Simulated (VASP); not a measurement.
Set up this calculation in VASP 6.6.1, as the native input.

| Quantity | Value |
| --- | --- |
| Task | single point |
| Functional | PBE |
| Potentials or basis | VASP PAW PBE potentials, release 64 (In_d, P) |
| Cutoff | 520 eV |
| k mesh | 14 × 14 × 14 |
| Occupations | fermi-dirac, width 0.15 eV |
| Spin | no spin polarisation |
| Dipole correction | no |
| Further INCAR settings | ALGO = Normal; EDIFF = 1e-06; NBANDS = 16 |

The structure of InP lies in POSCAR:

```
InP
1.0
    0.0000000000      2.6611719550      2.6611719550
    2.6611719550      0.0000000000      2.6611719550
    2.6611719550      2.6611719550      0.0000000000
In P
1 1
Direct
    0.0000000000      0.0000000000      0.0000000000
    0.5000000000      0.5000000000      0.5000000000
```

The input as run:

INCAR

```
SYSTEM = InP
PREC = Accurate
ENCUT = 520
EDIFF = 1E-6
ISMEAR = -1
SIGMA = 0.15
LREAL = .False.
LASPH = .True.
NELM = 100
ALGO = Normal
ISIF = 2
LWAVE = .False.
LCHARG = .False.
GGA = PE
NBANDS = 16
```

KPOINTS

```
Automatic mesh
0
Gamma
  14 14 14
  0 0 0
```

Potentials or basis: VASP PAW PBE potentials, release 64 (In_d, P).

Launch:

```console
$ cat potpaw_PBE.64/In_d/POTCAR potpaw_PBE.64/P/POTCAR > POTCAR
$ mpirun -np 1 vasp_std > vasp.out
```

Results of the run:

```json
{
 "Pressure": "11.9 GPa",
 "Band gap on the k mesh": "zero (band 9 reaches 8.93 eV, above the bottom of band 10 at 6.23 eV)"
}
```

Caveat: spin-orbit coupling is left out, which moves the levels of the heavy elements.

Run time: 26 s on 1 thread of Intel(R) Xeon(R) 6975P-C (Granite Rapids), with other jobs on the host, peak memory 0.19 GiB.
